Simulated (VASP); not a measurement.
# Si (Fd-3m) in VASP: dielectric tensor with PBEsol

Aim: the dielectric tensor of Si with PBEsol.

All numbers are computed with VASP 6.6.1; they aren't measurements. Logs are shortened: lines on timing, memory, paths and dates and some standing lists are left out, and cuts for length are marked.

### Step 1. The cell of the first run

The structure is cubic, space group Fd-3m (No. 227). The conventional cell has a = 5.427 Å, b = 5.427 Å, c = 5.427 Å, α = 90.00°, β = 90.00°, γ = 90.00°. Si (site symmetry -43m) has 4 Si at 2.35 Å within 3.1 Å.

### Step 2. Dielectric tensor, PBEsol

Input file INCAR:

```
PREC = Accurate
ENCUT = 520
EDIFF = 1E-8
ISMEAR = 0
SIGMA = 0.01
LREAL = F
LASPH = T
NELM = 60
ALGO = Normal
ISIF = 2
LWAVE = F
LCHARG = F
GGA = PS
LEPSILON = T
```

Input file KPOINTS:

```
regular mesh
0
Gamma
  6 6 6
```

Input file POSCAR:

```
Si
1.0
    3.8375530000      0.0000000000      0.0000000000
    1.9187765000      3.3234183864      0.0000000000
    1.9187765000      1.1078061288      3.1333489036
Si
2
Direct
    0.7500000000      0.7500000000      0.7500000000
    0.5000000000      0.5000000000      0.5000000000
```

Potentials or basis: VASP PAW PBE potentials, release 64 (Si).

On the command line:

```sh
$ cat potpaw_PBE.64/Si/POTCAR > POTCAR
$ mpirun -np 1 vasp_std > vasp.out
```

OUTCAR:

```text
PREC = Accurate
   ENCUT = 520
   EDIFF = 1E-8
   ISMEAR = 0
   LREAL = F
   LASPH = T
   NELM = 60
   ISIF = 2
   GGA = PS
   LEPSILON = T

 ion  position               nearest neighbor table
   1  0.750  0.750  0.750-   2 2.35   2 2.35   2 2.35   2 2.35
   2  0.500  0.500  0.500-   1 2.35   1 2.35   1 2.35   1 2.35

  LATTYP: Found a face centered cubic cell.
 ALAT       =     5.4271194990

  Lattice vectors:

 A1 = (   3.8375530000,   0.0000000000,   0.0000000000)
 A2 = (   1.9187765000,   3.3234183864,   0.0000000000)
 A3 = (   1.9187765000,   1.1078061288,   3.1333489036)

Analysis of symmetry for initial positions (statically):
=====================================================================
 Subroutine PRICEL returns:
 Original cell was already a primitive cell.

 Routine SETGRP: Setting up the symmetry group for a
 face centered cubic supercell.

 Subroutine GETGRP returns: Found 48 space group operations
 (whereof 24 operations were pure point group operations)
 out of a pool of 48 trial point group operations.

The static configuration has the point symmetry T_d .
 The point group associated with its full space group is O_h .

Analysis of symmetry for dynamics (positions and initial velocities):
=====================================================================
 Subroutine PRICEL returns:
 Original cell was already a primitive cell.

 Routine SETGRP: Setting up the symmetry group for a
 face centered cubic supercell.

 Subroutine GETGRP returns: Found 48 space group operations
 (whereof 24 operations were pure point group operations)
 out of a pool of 48 trial point group operations.

The dynamic configuration has the point symmetry T_d .
 The point group associated with its full space group is O_h .

 Subroutine INISYM returns: Found 48 space group operations
 (whereof 24 operations are pure point group operations),
 and found     1 'primitive' translations

----------------------------------------------------------------------------------------

                                     Primitive cell

  volume of cell :      39.9621

[... 319 lines left out ...]
     1.918776500  3.323418386  0.000000000     0.000000000  0.300895007 -0.106382450
     1.918776500  1.107806129  3.133348904     0.000000000  0.000000000  0.319147350

 POSITION                                       TOTAL-FORCE (eV/Angst)
 -----------------------------------------------------------------------------------
      5.75633      3.32342      2.35001         0.000000     -0.000000      0.000000
      3.83755      2.21561      1.56667        -0.000000      0.000000     -0.000000
 -----------------------------------------------------------------------------------
    total drift:                               -0.000000     -0.000000      0.000000

  FREE ENERGIE OF THE ION-ELECTRON SYSTEM (eV)
  ---------------------------------------------------
  free  energy   TOTEN  =       -11.4672408837 eV

  energy  without entropy=      -11.4672408837  energy(sigma->0) =      -11.46724088

 HEAD OF MICROSCOPIC STATIC DIELECTRIC TENSOR (INDEPENDENT PARTICLE, excluding Hartree and local field effects)
 ------------------------------------------------------
          17.817187     0.000000    -0.000000
           0.000000    17.817187     0.000000
          -0.000000     0.000000    17.817187
 ------------------------------------------------------

 Free energy of the ion-electron system (eV)
  ---------------------------------------------------
  ---------------------------------------------------
  free energy    TOTEN  =        -1.87776509 eV

  energy without entropy =       -1.87776509

------------------------ aborting loop because EDIFF is reached ----------------------------------------

--------------------------------------- Ionic step        2  -------------------------------------------

------------------------ aborting loop because EDIFF is reached ----------------------------------------

--------------------------------------- Ionic step        3  -------------------------------------------

 Free energy of the ion-electron system (eV)
  ---------------------------------------------------
  ---------------------------------------------------
  free energy    TOTEN  =        -1.87776513 eV

  energy without entropy =       -1.87776513

------------------------ aborting loop because EDIFF is reached ----------------------------------------

 PIEZOELECTRIC TENSOR FIELD DIRECTION 3  (e Angst)
 -----------------------------------------------------------------------------
     0.01077 -0.00000  0.00000           (  0.00001 -0.00000  0.00000)
    -0.00000  0.01077  0.00000           ( -0.00000  0.00001 -0.00000)
    -0.00000  0.00000 -0.02253           (  0.00000  0.00000 -0.00001)

 PIEZOELECTRIC TENSOR FIELD DIRECTION 3  (C/m^2)
 -----------------------------------------------------------------------------
     0.00432 -0.00000  0.00000
    -0.00000  0.00432  0.00000
    -0.00000  0.00000 -0.00903

 MACROSCOPIC STATIC DIELECTRIC TENSOR (including local field effects in DFT)
 ------------------------------------------------------
          17.036913     0.000000     0.000000
           0.000000    17.036913     0.000000
           0.000000     0.000000    17.036913
 ------------------------------------------------------

 PIEZOELECTRIC TENSOR (including local field effects)  for field in x, y, z        (e  Angst)
          XX          YY          ZZ          XY          YZ          ZX
  --------------------------------------------------------------------------------
  x    -0.00000     0.00000     0.00000    -0.00000    -0.00000     0.00000
  y    -0.00000    -0.00000    -0.00000     0.00000    -0.00000     0.00000
  z     0.00000     0.00000    -0.00000    -0.00000    -0.00000     0.00000

 PIEZOELECTRIC TENSOR (including local field effects)  for field in x, y, z        (C/m^2)
          XX          YY          ZZ          XY          YZ          ZX
  --------------------------------------------------------------------------------
  x    -0.00000     0.00000     0.00000    -0.00000    -0.00000     0.00000
  y    -0.00000    -0.00000    -0.00000     0.00000    -0.00000     0.00000
  z     0.00000     0.00000    -0.00000    -0.00000    -0.00000     0.00000

 BORN EFFECTIVE CHARGES (including local field effects) (in |e|, cummulative output)
 ---------------------------------------------------------------------------------
 ion    1
    1    -0.00000    -0.00000     0.00000
    2     0.00000     0.00000     0.00000
    3    -0.00000     0.00000    -0.00000
 ion    2
    1     0.00000     0.00000     0.00000
    2    -0.00000    -0.00000     0.00000
    3     0.00000    -0.00000     0.00000
```

stdout:

```text
POSCAR found type information on POSCAR Si
 POSCAR found :  1 types and       2 ions
 scaLAPACK will be used
 -----------------------------------------------------------------------------
|                                                                             |
|                                                                             |
|     You enforced a specific xc type in the INCAR file but a different       |
[... 28 lines left out ...]
  Direction:   1
 dielectric tensor                  component  1 :    17.037     4.247     5.043
 Linear response to external field, progress :
  Direction:   2
 dielectric tensor                  component  2 :     2.374    17.037     0.000
 Linear response to external field, progress :
  Direction:   3
 dielectric tensor                  component  3 :     6.740     2.249    17.037
 Born effective charges drift removed
```

Run time: 65 s. Hardware: 1 thread of AMD EPYC 7R13 (Zen 3), shared host; peak memory 0.16 GiB.

What came out:

```
Band gap on the k mesh                  : 0.58 eV (least direct gap 2.51 eV)
Electronic dielectric tensor (diagonal) : 17.04
Born charges (mean of the diagonal)     : Si +0.00 e
```

Electronic dielectric tensor:
```
17.04  0.00  0.00
 0.00 17.04  0.00
 0.00  0.00 17.04
```

Born effective charge tensors (e):
atom 1, Si
```
0.00 0.00 0.00
0.00 0.00 0.00
0.00 0.00 0.00
```
atom 2, Si
```
0.00 0.00 0.00
0.00 0.00 0.00
0.00 0.00 0.00
```

Caveat: the gap is small at this level, which inflates the dielectric constant. A k mesh can miss the band edges.
